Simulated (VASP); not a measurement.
# As in VASP: single point with PBE+D3(BJ)

Aim: the single point of As with PBE+D3(BJ).

Program: VASP 6.6.1. These are calculated values, not measurements. Logs are shortened: lines on timing, memory, paths and dates and some standing lists are left out, and cuts for length are marked.

## (1) The cell of the first run

The cell holds a slab with vacuum, 2 atoms: a = 3.609 Å, b = 3.609 Å, c = 22.500 Å, α = 90.00°, β = 90.00°, γ = 120.00°.

## (2) Single point, PBE+D3(BJ)

INCAR

```
SYSTEM = As
ALGO = Normal ; DIPOL = 0.5 0.5 0.624
EDIFF = 1E-6 ; ENCUT = 400
GGA = PE ; GGA_COMPAT = .False.
IDIPOL = 3 ; ISIF = 2
ISMEAR = 0 ; IVDW = 12
LASPH = .True. ; LCHARG = .True.
LDIPOL = .True. ; LELF = .True.
LREAL = .False. ; LVACPOTAV = .True.
LVHAR = .True. ; LWAVE = .False.
NBANDS = 22 ; NELM = 120
NELMDL = -8 ; PREC = Accurate
SIGMA = 0.04
```

KPOINTS

```
k-points
0
Gamma
  12 12 1
  0 0 0
```

POSCAR

```
As
1.0
    3.6093869210      0.0000000000      0.0000000000
   -1.8046934605      3.1258207657      0.0000000000
    0.0000000000      0.0000000000     22.5000000000
As
2
Direct
    0.3333333333      0.6666666667      0.5937970551
    0.0000000000      0.0000000000      0.6551642066
```

Potentials or basis: VASP PAW PBE potentials, release 64 (As_d).

On the command line:

```bash
cat potpaw_PBE.64/As_d/POTCAR > POTCAR
mpirun -np 1 vasp_std > vasp.out
```

OUTCAR:

```text
SYSTEM = As
   EDIFF = 1E-6
   ENCUT = 400
   GGA = PE
   ISIF = 2
   ISMEAR = 0
   IVDW = 12
   LASPH = .True.
   LREAL = .False.
   NELM = 120
   NELMDL = -8
   PREC = Accurate
 IVDW          = 12

 ion  position               nearest neighbor table
   1  0.333  0.667  0.594-   2 2.50   2 2.50   2 2.50
   2  0.000  0.000  0.655-   1 2.50   1 2.50   1 2.50

  LATTYP: Found a hexagonal cell.
 ALAT       =     3.6093869210
 C/A-ratio  =     6.2337456450

  Lattice vectors:

 A1 = (   3.6093869210,   0.0000000000,   0.0000000000)
 A2 = (  -1.8046934605,   3.1258207657,   0.0000000000)
 A3 = (   0.0000000000,   0.0000000000,  22.5000000000)

Analysis of symmetry for initial positions (statically):
=====================================================================
 Subroutine PRICEL returns:
 Original cell was already a primitive cell.

 Routine SETGRP: Setting up the symmetry group for a
 hexagonal supercell.

 Subroutine GETGRP returns: Found 12 space group operations
 (whereof  6 operations were pure point group operations)
 out of a pool of 24 trial point group operations.

The static configuration has the point symmetry C_3v.
 The point group associated with its full space group is D_3d.

Analysis of symmetry for dynamics (positions and initial velocities):
=====================================================================
 Subroutine PRICEL returns:
 Original cell was already a primitive cell.

 Routine SETGRP: Setting up the symmetry group for a
 hexagonal supercell.

 Subroutine GETGRP returns: Found 12 space group operations
 (whereof  6 operations were pure point group operations)
 out of a pool of 24 trial point group operations.

The dynamic configuration has the point symmetry C_3v.
 The point group associated with its full space group is D_3d.

 Subroutine INISYM returns: Found 12 space group operations
 (whereof  6 operations are pure point group operations),
 and found     1 'primitive' translations

----------------------------------------------------------------------------------------

                                     Primitive cell

  volume of cell :     253.8517

  direct lattice vectors                    reciprocal lattice vectors
     3.609386921  0.000000000  0.000000000     0.277055362  0.159957988  0.000000000
    -1.804693461  3.125820766  0.000000000     0.000000000  0.319915976  0.000000000
     0.000000000  0.000000000 22.500000000     0.000000000  0.000000000  0.044444444

  length of vectors
[... 79 lines left out ...]
   NSW    =      0    number of steps for IOM
   IBRION =     -1    ionic relax: 0-MD 1-quasi-New 2-CG
   NFREE  =      0    steps in history (QN), initial steepest desc. (CG)
   ISIF   =      2    stress and relaxation
   ISYM   =      2    0-nonsym 1-usesym 2-fastsym
   POTIM  = 0.5000    time-step for ionic-motion
   TEBEG  =    0.0;   TEEND  =   0.0 temperature during run
   PSTRESS=    0.0 pullay stress
   NELECT =      30.0000    total number of electrons
   NUPDOWN=      -1.0000    fix difference up-down
   EMIN   =  10.00;   EMAX   =-10.00  energy-range for DOS
   EFERMI =   0.00;   METHOD = LEGACY
   ISMEAR =     0;   SIGMA  =   0.04  broadening in eV -4-tet -1-fermi 0-gaus
   EFERMI_NEDOS =   21; number of points for ismear=-14 and -15
   IALGO  =     38    algorithm
   IMIX   =      4    mixing-type and parameters
     AMIX     =   0.40;   BMIX     =  1.00
     AMIX_MAG =   1.60;   BMIX_MAG =  1.00
  volume/ion in A,a.u.               =     126.93       856.54
  Fermi-wavevector in a.u.,A,eV,Ry     =   0.803382  1.518171  8.781500  0.645422
  Thomas-Fermi vector in A             =   1.911238
   LORBIT       =      0    0 simple, 1 ext, 2 COOP (PROOUT), +10 PAW based schemes
   GGA     = PE    functional components
   LHFCALC =     F    Hartree Fock is set to
   AEXX    =    0.0000 exact exchange contribution
   IVDW    =    12    specifies the selected vdW correction
   LEPSILON=     F    determine dielectric tensor
   LRPA    =     F    only Hartree local field effects (RPA)
 non-spin polarized calculation
 Gauss-broadening in eV      SIGMA  =   0.04
  energy-cutoff  :      400.00
  volume of cell :      253.85
 maximum number of plane-waves:      4632
 NGX is ok and might be reduce to    24
   NGX = 11   NGY = 11   NGZ = 73

 dipolmoment           0.000000      0.000000      0.000001 electrons x Angstroem

 number of electron      30.0000038 magnetization

 dipolmoment           0.000000      0.000000     -0.000003 electrons x Angstroem

 Free energy of the ion-electron system (eV)
  ---------------------------------------------------
  ext. energy  EPLUGINS =         0.00000000
  ---------------------------------------------------
  free energy    TOTEN  =        -9.35835539 eV

  energy without entropy =       -9.35835539  energy(sigma->0) =       -9.35835539

 E-fermi :  -3.8575     XC(G=0):  -2.4434

 val. band max:       -4.0566524894   @ k =   0.0000   0.0000   0.0000
 cond. band min:      -2.3707024804   @ k =   0.3333   0.0000   0.0000
 fundamental gap:      1.6859500089
 Fermi energy:        -3.8574893015

 k-point     1 :       0.0000    0.0000    0.0000
  band No.  band energies     occupation
      1     -39.1286      2.00000
      2     -39.1286      2.00000
      3     -39.0901      2.00000
      4     -39.0901      2.00000
      5     -39.0365      2.00000
      6     -39.0155      2.00000
[... 464 lines left out ...]
     21       4.8977      0.00000
     22       5.7194      0.00000

------------------------ aborting loop because EDIFF is reached ----------------------------------------

 Edisp (eV)   -0.41503

 E8    (eV) :    -0.1884

  FORCE on cell =-STRESS in cart. coord.  units (eV):
  Direction    XX          YY          ZZ          XY          YZ          ZX
  --------------------------------------------------------------------------------------
  -------------------------------------------------------------------------------------
  Total      -0.47853    -0.47853     0.08753     0.00000     0.00000     0.00000
  in kB      -3.02021    -3.02021     0.55242     0.00000     0.00000     0.00000
  external pressure =       -1.83 kB  Pullay stress =        0.00 kB

 VOLUME and BASIS-vectors are now :
 -----------------------------------------------------------------------------
  energy-cutoff  :      400.00
  volume of cell :      253.85
      direct lattice vectors                 reciprocal lattice vectors
     3.609386921  0.000000000  0.000000000     0.277055362  0.159957988  0.000000000
    -1.804693461  3.125820766  0.000000000     0.000000000  0.319915976  0.000000000
     0.000000000  0.000000000 22.500000000     0.000000000  0.000000000  0.044444444

 POSITION                                       TOTAL-FORCE (eV/Angst)
 -----------------------------------------------------------------------------------
     -0.00000      2.08388     13.36043         0.000000      0.000000     -0.116675
      0.00000      0.00000     14.74119        -0.000000     -0.000000      0.116675
 -----------------------------------------------------------------------------------
    total drift:                                0.000001     -0.000000     -0.000427

  FREE ENERGIE OF THE ION-ELECTRON SYSTEM (eV)
  ---------------------------------------------------
  free  energy   TOTEN  =        -9.7733875275 eV

  energy  without entropy=       -9.7733875275  energy(sigma->0) =       -9.77338753

 vacuum level on the upper side and lower side of the slab         1.388         1.388
```

OSZICAR:

```text
N       E                     dE             d eps       ncg     rms          rms(c)
DAV:   1     0.234438101983E+03    0.23444E+03   -0.14849E+04  1030   0.313E+03
DAV:   2     0.291221315577E+02   -0.20532E+03   -0.19490E+03   946   0.741E+02
DAV:   3    -0.744430656842E+01   -0.36566E+02   -0.36399E+02  1324   0.149E+02
DAV:   4    -0.927171567979E+01   -0.18274E+01   -0.18261E+01   992   0.451E+01
[... 13 lines left out ...]
DAV:  18    -0.935834148741E+01   -0.36660E-04   -0.97077E-07   786   0.566E-03    0.578E-04
DAV:  19    -0.935835204501E+01   -0.10558E-04   -0.27753E-07   810   0.455E-03    0.370E-04
DAV:  20    -0.935835398864E+01   -0.19436E-05   -0.61103E-08   700   0.301E-03    0.119E-04
DAV:  21    -0.935835530875E+01   -0.13201E-05   -0.45073E-08   702   0.237E-03    0.640E-05
DAV:  22    -0.935835539353E+01   -0.84779E-07   -0.12174E-08   688   0.184E-03
   1 F= -.97733875E+01 E0= -.97733875E+01  d E =-.536272E-14
```

Wall time 66 s (1 thread of Intel Xeon Platinum 8375C at 2.90GHz (Ice Lake), shared host); peak memory 0.3 GiB.

What came out:

```
Free energy                : -9.7734 eV
Largest force              : 0.117 eV/Å
Band gap on the k mesh     : 1.69 eV (least direct gap 1.96 eV)
Dispersion energy per atom : -0.208 eV
```

Forces on the atoms (eV/Å):
```
As   0.000  0.000 -0.117
As   0.000  0.000  0.117
```
